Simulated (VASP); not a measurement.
# LiTmH4 (Cmmm) in VASP: notebook, part 2 of 3

VASP 6.6.1.

## 3. Relaxation of cell and atoms, PBE

This run uses another cell than the first one, of 9.67 Å³/atom.

Contents of INCAR:

```
ALGO = Normal
EDIFF = 1E-7
EDIFFG = -0.08
ENCUT = 750
GGA = PE
GGA_COMPAT = False
IBRION = 2
ISIF = 3
ISMEAR = 0
LASPH = True
LCHARG = False
LMAXMIX = 6
LREAL = False
LWAVE = False
NELM = 200
NELMIN = 4
NSW = 36
PREC = Accurate
SIGMA = 0.15
```

Contents of KPOINTS:

```
k-points
0
Gamma
  3 3 4
```

Contents of POSCAR:

```
LiTmH4
1.0
    3.0730697800     -3.1256171000      0.0000000000
    3.0730697800      3.1256171000      0.0000000000
    0.0000000000      0.0000000000      3.0207946700
Li Tm H
1 1 4
Direct
    0.5000000000      0.5000000000      0.5000000000
    0.0000000000      0.0000000000      0.0000000000
    0.3063420100      0.3063420100      0.0000000000
    0.1917250100      0.8082749900      0.5000000000
    0.8082749900      0.1917250100      0.5000000000
    0.6936579900      0.6936579900      0.0000000000
```

Potentials or basis: VASP PAW PBE potentials, release 64 (Li_sv, Tm_3, H), 4f in core.

Started as:

```sh
$ cat potpaw_PBE.64/Li_sv/POTCAR potpaw_PBE.64/Tm_3/POTCAR potpaw_PBE.64/H/POTCAR > POTCAR
$ mpirun -np 1 vasp_std > vasp.out
```

OUTCAR:

```text
EDIFF = 1E-7
   EDIFFG = -0.08
   ENCUT = 750
   GGA = PE
   IBRION = 2
   ISIF = 3
   ISMEAR = 0
   LASPH = True
   LREAL = False
   NELM = 200
   NELMIN = 4
   NSW = 36
   PREC = Accurate

 ion  position               nearest neighbor table
   1  0.500  0.500  0.500-
   2  0.000  0.000  0.000-   3 1.88   6 1.88   5 1.93   4 1.93   4 1.93   5 1.93
   3  0.306  0.306  0.000-   2 1.88
   4  0.192  0.808  0.500-   2 1.93   2 1.93
   5  0.808  0.192  0.500-   2 1.93   2 1.93
   6  0.694  0.694  0.000-   2 1.88

  LATTYP: Found a base centered orthorhombic cell.
 ALAT       =     6.1461395600
 B/A-ratio  =     1.0170992928
 C/A-ratio  =     0.4914946432

  Lattice vectors:

 A1 = (   3.0730697800,  -3.1256171000,   0.0000000000)
 A2 = (   3.0730697800,   3.1256171000,   0.0000000000)
 A3 = (   0.0000000000,   0.0000000000,   3.0207946700)

Analysis of symmetry for initial positions (statically):
=====================================================================
 Subroutine PRICEL returns:
 Original cell was already a primitive cell.

 Routine SETGRP: Setting up the symmetry group for a
 base centered orthorhombic supercell.

 Subroutine GETGRP returns: Found  8 space group operations
 (whereof  8 operations were pure point group operations)
 out of a pool of  8 trial point group operations.

The static configuration has the point symmetry D_2h.

Analysis of symmetry for dynamics (positions and initial velocities):
=====================================================================
 Subroutine PRICEL returns:
 Original cell was already a primitive cell.

 Routine SETGRP: Setting up the symmetry group for a
 base centered orthorhombic supercell.

 Subroutine GETGRP returns: Found  8 space group operations
 (whereof  8 operations were pure point group operations)
 out of a pool of  8 trial point group operations.

The dynamic configuration has the point symmetry D_2h.

 Subroutine INISYM returns: Found  8 space group operations
 (whereof  8 operations are pure point group operations),
 and found     1 'primitive' translations

----------------------------------------------------------------------------------------

                                     Primitive cell

  volume of cell :      58.0309

  direct lattice vectors                    reciprocal lattice vectors
     3.073069780 -3.125617100  0.000000000     0.162703757 -0.159968411  0.000000000
     3.073069780  3.125617100  0.000000000     0.162703757  0.159968411  0.000000000
     0.000000000  0.000000000  3.020794670     0.000000000  0.000000000  0.331038720

  length of vectors
     4.383291016  4.383291016  3.020794670     0.228171876  0.228171876  0.331038720

  position of ions in fractional coordinates (direct lattice)
     0.500000000  0.500000000  0.500000000
     0.000000000  0.000000000  0.000000000
     0.306342010  0.306342010  0.000000000
     0.191725010  0.808274990  0.500000000
     0.808274990  0.191725010  0.500000000
     0.693657990  0.693657990  0.000000000

  ion indices of the primitive-cell ions
   primitive index   ion index
                 1           1
                 2           2
                 3           3
                 4           4
[... 37 lines left out ...]
  0.333333  0.333333  0.250000      4.000000
 -0.333333  0.333333  0.250000      4.000000
  0.000000  0.000000  0.500000      1.000000
  0.333333  0.000000  0.500000      4.000000
  0.333333  0.333333  0.500000      2.000000
 -0.333333  0.333333  0.500000      2.000000
   k-points           NKPTS =     12   k-points in BZ     NKDIM =     12   number of bands    NBANDS=     12
   number of dos      NEDOS =    301   number of ions     NIONS =      6
   total plane-waves  NPLWV =  44800
   dimension x,y,z NGX =    40 NGY =   40 NGZ =   28
   dimension x,y,z NGXF=    80 NGYF=   80 NGZF=   56
   ions per type =               1   1   4
   NGX,Y,Z   is equivalent  to a cutoff of  15.17, 15.17, 15.41 a.u.
   NGXF,Y,Z  is equivalent  to a cutoff of  30.34, 30.34, 30.82 a.u.
 SYSTEM =  unknown system
   PREC   = accura    normal or accurate (medium, high low for compatibility)
   ISTART =      0    job   : 0-new  1-cont  2-samecut
   ICHARG =      2    charge: 1-file 2-atom 10-const
   ISPIN  =      1    spin polarized calculation?
   LNONCOLLINEAR =      F non collinear calculations
   LSORBIT =      F    spin-orbit coupling
   LASPH  =      T    aspherical Exc in radial PAW
   ENCUT  =  750.0 eV  55.12 Ry    7.42 a.u.   9.79  9.79  6.75*2*pi/ulx,y,z
   NELM   =    200;   NELMIN=  4; NELMDL= -5     # of ELM steps
   EDIFF  = 0.1E-06   stopping-criterion for ELM
   LREAL  =      F    real-space projection
   EDIFFG = -.8E-01   stopping-criterion for IOM
   NSW    =     36    number of steps for IOM
   IBRION =      2    ionic relax: 0-MD 1-quasi-New 2-CG
   NFREE  =      1    steps in history (QN), initial steepest desc. (CG)
   ISIF   =      3    stress and relaxation
   ISYM   =      2    0-nonsym 1-usesym 2-fastsym
   POTIM  = 0.5000    time-step for ionic-motion
   TEBEG  =    0.0;   TEEND  =   0.0 temperature during run
   PSTRESS=    0.0 pullay stress
   NELECT =      16.0000    total number of electrons
   NUPDOWN=      -1.0000    fix difference up-down
   EMIN   =  10.00;   EMAX   =-10.00  energy-range for DOS
   EFERMI =   0.00;   METHOD = LEGACY
   ISMEAR =     0;   SIGMA  =   0.15  broadening in eV -4-tet -1-fermi 0-gaus
   EFERMI_NEDOS =   21; number of points for ismear=-14 and -15
   IALGO  =     38    algorithm
   IMIX   =      4    mixing-type and parameters
     AMIX     =   0.40;   BMIX     =  1.00
     AMIX_MAG =   1.60;   BMIX_MAG =  1.00
  volume/ion in A,a.u.               =       9.67        65.27
  Fermi-wavevector in a.u.,A,eV,Ry     =   1.065520  2.013541 15.447148  1.135333
  Thomas-Fermi vector in A             =   2.201074
   LORBIT       =      0    0 simple, 1 ext, 2 COOP (PROOUT), +10 PAW based schemes
   GGA     = PE    functional components
   LHFCALC =     F    Hartree Fock is set to
   AEXX    =    0.0000 exact exchange contribution
   IVDW    =     0    specifies the selected vdW correction
   LEPSILON=     F    determine dielectric tensor
   LRPA    =     F    only Hartree local field effects (RPA)
 conjugate gradient relaxation of ions
 non-spin polarized calculation
 Gauss-broadening in eV      SIGMA  =   0.15
  energy-cutoff  :      750.00
  volume of cell :       58.03
 maximum number of plane-waves:      2732
   NGX = 19   NGY = 19   NGZ = 13

--------------------------------------- Ionic step        1  -------------------------------------------

 number of electron      16.0000000 magnetization

 Free energy of the ion-electron system (eV)
  ---------------------------------------------------
  ext. energy  EPLUGINS =         0.00000000
  ---------------------------------------------------
  free energy    TOTEN  =       -20.36027591 eV

  energy without entropy =      -20.35451898  energy(sigma->0) =      -20.35739744

------------------------ aborting loop because EDIFF is reached ----------------------------------------

  FORCE on cell =-STRESS in cart. coord.  units (eV):
  Direction    XX          YY          ZZ          XY          YZ          ZX
  --------------------------------------------------------------------------------------
  -------------------------------------------------------------------------------------
  Total        7.7393732      2.2455905     10.9894957      0.0000000      0.0000000      0.0000000
  in kB      213.6766052     61.9985810    303.4093418      0.0000000      0.0000000      0.0000000
  external PRESSURE =     193.0281760 kB  Pullay stress =       0.0000000 kB
[... 101 lines left out ...]
  FREE ENERGIE OF THE ION-ELECTRON SYSTEM (eV)
  ---------------------------------------------------
  free  energy   TOTEN  =       -21.4543255706 eV

  energy  without entropy=      -21.4540270886  energy(sigma->0) =      -21.45417633

[... ionic steps 4 to 11 ...]

--------------------------------------- Ionic step       12  -------------------------------------------

 number of electron      16.0000008 magnetization

------------------------ aborting loop because EDIFF is reached ----------------------------------------
[... 75 lines left out ...]
--------------------------------------- Ionic step       14  -------------------------------------------

 number of electron      16.0000004 magnetization

 Free energy of the ion-electron system (eV)
  ---------------------------------------------------
  ext. energy  EPLUGINS =         0.00000000
  ---------------------------------------------------
  free energy    TOTEN  =       -21.65742425 eV

  energy without entropy =      -21.65556712  energy(sigma->0) =      -21.65649568

 E-fermi :   1.0643     XC(G=0):  -8.7494

 val. band max:        0.9139026356   @ k =   0.0000   0.0000   0.5000
 cond. band min:       1.2511031091   @ k =  -0.3333   0.3333   0.5000
 fundamental gap:      0.3372004735
 Fermi energy:         1.0642640852

 k-point     1 :       0.0000    0.0000    0.0000
  band No.  band energies     occupation
      1     -44.0897      2.00000
      2     -24.5409      2.00000
      3     -24.4211      2.00000
      4     -24.2555      2.00000
      5      -6.1075      2.00000
      6      -2.4264      2.00000
      7      -0.8553      2.00000
      8       0.1797      2.00000
      9       1.7860      0.00000
     10       3.5032      0.00000
     11       4.7765      0.00000
     12       5.6215      0.00000
[... 196 lines left out ...]
  FREE ENERGIE OF THE ION-ELECTRON SYSTEM (eV)
  ---------------------------------------------------
  free  energy   TOTEN  =       -21.6574242493 eV

  energy  without entropy=      -21.6555671174  energy(sigma->0) =      -21.65649568

 reached required accuracy - stopping structural energy minimisation
```

Run time: 96 s. Hardware: 1 thread of Intel Xeon 6975P-C (Granite Rapids), shared host; peak memory 0.22 GiB.

What came out:

```
Free energy                           : -21.6574 eV
Relaxed volume                        : 10.76 Å³/atom
Relaxed cell                          : a = 4.266 Å, b = 4.266 Å, c = 3.604 Å, α = 90.00°, β = 90.00°, γ = 79.83°
Space group after relaxing (to 0.1 Å) : Cmmm (No. 65)
Energy gained by relaxing             : 216.2 meV/atom
Ionic steps                           : 14
Pressure after relaxing               : 0.1 GPa
Largest force after relaxing          : 0.034 eV/Å
Band gap on the k mesh                : 0.34 eV (least direct gap 1.61 eV)
```

Forces in eV/Å, atoms in the order of the input:
```
Li   0.000  0.000  0.000
Tm   0.000  0.000  0.000
H    0.034  0.000  0.000
H    0.000  0.028  0.000
H    0.000 -0.028  0.000
H   -0.034  0.000  0.000
```

Stress tensor (GPa, compression positive):
```
-0.02  0.00  0.00
 0.00  0.12  0.00
 0.00  0.00  0.07
```

Step by step:
```csv
step,energy change (eV),largest force (eV/Å),pressure (GPa),volume (Å³)
1,0.0000,1.7061,19.30,58.03
2,-1.0606,0.0972,2.23,68.30
3,-1.0940,0.2851,-1.05,71.56
4,-1.0955,0.2484,-0.63,71.09
5,-1.1398,0.1988,-0.78,70.90
6,-1.2224,0.1360,-1.15,70.15
7,-1.1731,0.6383,-1.29,67.98
8,-1.2374,0.2644,-1.33,69.65
9,-1.2771,0.1654,-0.55,67.47
10,-1.2803,0.1427,-0.34,66.81
11,-1.2804,0.1493,-0.30,66.65
12,-1.2909,0.0943,-0.19,65.74
13,-1.2941,0.0898,-0.09,64.94
14,-1.2971,0.0342,0.06,64.56
```

Final structure:
```xyz
6
Lattice="3.2719 -2.7373 0.0000 3.2719 2.7373 0.0000 0.0000 0.0000 3.6041" Properties=species:S:1:pos:R:3 pbc="T T T"
Li    3.2719    0.0000    1.8021
Tm    0.0000    0.0000    0.0000
H     2.1483    0.0000    0.0000
H     3.2719    1.6691    1.8021
H     3.2719   -1.6691    1.8021
H     4.3955    0.0000    0.0000
```

Caveat: the k points lie up to 0.50 Å⁻¹ apart in the final cell; a cell axis changed by over 15 % at a fixed basis, so the end point is rough; spin-orbit coupling is left out, which moves the levels of the heavy elements; the 4f electrons are frozen in the core, so they carry no moment and show no levels; the relaxation stopped at a loose force limit of 0.08 eV/Å, so its end isn't a converged minimum. Spin polarisation is off, so any magnetic state and its effect on volume and gap are missing.

(Continued in part 3 of 3.)

The gap in the log of VASP goes by the Fermi energy; the results here count the filled bands.